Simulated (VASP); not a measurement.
Crystal: Sn.

```
Sn
1.0
    -1.82899    1.90950    1.88324
     1.86659   -1.84590    1.85725
     1.85044    1.86735   -1.81964
Sn
1
Direct
  0.00000 0.00000 0.00000
```

* Program: VASP 6.6.1
* Task: relaxation of cell and atoms
* Functional: PBEsol
* Potentials or basis: VASP PAW PBE potentials, release 64 (Sn_d)
* Cutoff: 500 eV
* k mesh: 15 × 15 × 15
* Occupations: gaussian, width 0.15 eV
* Spin: no spin polarisation

At the start: pressure -0.4 GPa; volume 26.24 Å³/atom.

**Question.** Where does the relaxation end?

**Answer.** Over 29 steps the energy falls by 13.0 meV/atom and the volume is 26.20 Å³/atom (-0.2 %); space group R-3m (No. 166, to 0.1 Å) before, I4/mmm (No. 139, to 0.1 Å).

Step by step:
```csv
step,energy change (eV),largest force (eV/Å),pressure (GPa),volume (Å³)
1,0.0000,0.0000,-0.35,26.24
2,-0.0011,0.0000,0.07,26.02
3,-0.0012,0.0000,0.36,25.89
4,-0.0019,0.0000,0.09,26.00
5,-0.0024,0.0000,-0.23,26.16
6,-0.0023,0.0000,-0.79,26.46
7,-0.0026,0.0000,-0.42,26.25
8,-0.0027,0.0000,-0.64,26.37
9,-0.0027,0.0000,-0.52,26.31
10,-0.0030,0.0000,-0.52,26.31
11,-0.0034,0.0000,-0.51,26.32
12,-0.0039,0.0000,-0.32,26.25
13,-0.0048,0.0000,-0.03,26.09
14,-0.0053,0.0000,0.68,25.79
15,-0.0058,0.0000,0.68,25.79
16,-0.0074,0.0000,0.67,25.80
17,-0.0099,0.0000,0.68,25.82
18,-0.0071,0.0000,1.02,25.81
19,-0.0104,0.0000,0.76,25.82
20,-0.0120,0.0000,0.01,26.18
21,-0.0121,0.0000,-0.19,26.28
22,-0.0127,0.0000,-0.14,26.27
23,-0.0129,0.0000,-0.09,26.25
24,-0.0129,0.0000,-0.10,26.25
25,-0.0130,0.0000,0.06,26.19
26,-0.0130,0.0000,0.06,26.18
27,-0.0130,0.0000,0.10,26.16
28,-0.0130,0.0000,0.09,26.17
29,-0.0130,0.0000,-0.01,26.20
```

Final structure:
```
Sn
1.0
    -1.70748    1.95680    1.96101
     1.70784   -1.95527    1.96139
     1.70670    1.95604   -1.96074
Sn
1
Direct
  0.00000 0.00000 0.00000
```

Caveat: the PAW data sets were made with another functional, which shifts forces and pressure a little.
